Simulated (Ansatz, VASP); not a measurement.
## PbSe in VASP and in Ansatz

The input POSCAR:

```
PbSe
1.0
    0.0000000000      3.1098372200      3.1098372200
    3.1098372200      0.0000000000      3.1098372200
    3.1098372200      3.1098372200      0.0000000000
Pb Se
1 1
Direct
    0.0000000000      0.0000000000      0.0000000000
    0.5000000000      0.5000000000      0.5000000000
```

INCAR.step1

```
ALGO = Normal ; EDIFF = 1E-4
ENCUT = 520 ; GGA = PE
ISMEAR = -1 ; LASPH = T
LCHARG = F ; LREAL = F
LWAVE = T ; NELM = 80
PREC = Accurate ; SIGMA = 0.02
```

The input INCAR.step2:

```
ALGO = Normal ; EDIFF = 1E-7
EDIFFG = -0.01 ; ENCUT = 520
IBRION = 2 ; ISIF = 2
ISMEAR = -1 ; ISTART = 1
LASPH = T ; LCHARG = F
LMIXTAU = T ; LREAL = F
LWAVE = F ; METAGGA = R2SCAN
NELM = 80 ; NSW = 50
PREC = Accurate ; SIGMA = 0.02
```

The input KPOINTS:

```
k-points
0
Gamma
  8 8 8
```

Input for Ansatz:

```yaml
crystal:
  lattice:
    - [0.0, 3.10983722, 3.10983722]
    - [3.10983722, 0.0, 3.10983722]
    - [3.10983722, 3.10983722, 0.0]
  atoms:
    - { symbol: Pb, position: [0.0, 0.0, 0.0] }
    - { symbol: Se, position: [0.5, 0.5, 0.5] }
  symmetry: { tolerance: 0.0003 }
hamiltonian:
  xc: r2scan
  pseudopotentials: { kind: paw, azcp: { folder: soft_1 } }
basis:
  ecutwfc: 500
magnetization:
  spin_polarized: false
scf:
  occupations: { method: fermi_dirac, width: 0.02 }
kpoints:
  mp_grid: { grid: [8, 8, 8], shift: [0, 0, 0] }
  band_path:
    path:
      - [0.0, 0.0, 0.0]
      - [0.5, 0.0, 0.5]
      - [0.625, 0.25, 0.625]
      - [0.375, 0.375, 0.75]
      - [0.0, 0.0, 0.0]
      - [0.5, 0.5, 0.5]
      - [0.5, 0.25, 0.75]
      - [0.5, 0.0, 0.5]
    npoints: 10
output:
  forces: true
  stress: true
  eigenvalues: true
  write_potential: true
  elf: true
  volumetric_format: npy
  dos: { e_range: [-12, 8], de: 0.05 }
relax:
  max_steps: 30
```

Alike in both runs: task relaxation of the atoms; functional r2SCAN; k mesh 8 × 8 × 8; occupations fermi-dirac, width 0.02 eV; no spin polarisation.

|  | VASP | Ansatz |
| --- | --- | --- |
| version | VASP 6.6.1 | Ansatz 0.2.0 |
| potentials or method | VASP PAW PBE potentials, release 64 (Pb_d, Se), cutoff 520 eV | PAW plane waves |
| valence electrons in the cell | 20 | 30 |

Ansatz gave:

* gap on the k mesh at the Fermi level, each at its own relaxed structure (eV): 0.74

Task: Estimate VASP's values.

Result: gap on the k mesh at the Fermi level, each at its own relaxed structure (eV): 0.73.

VASP's potentials were made for PBE, not for r2SCAN. VASP's potentials hold 20 valence electrons a cell and Ansatz's 30, so a difference there can come from the potentials and not from the codes. Ansatz's warnings: stress scf threshold loose.

Neither program's run includes spin-orbit coupling. Noted on VASP's run: the relaxation stopped at its first step, so nothing moved.
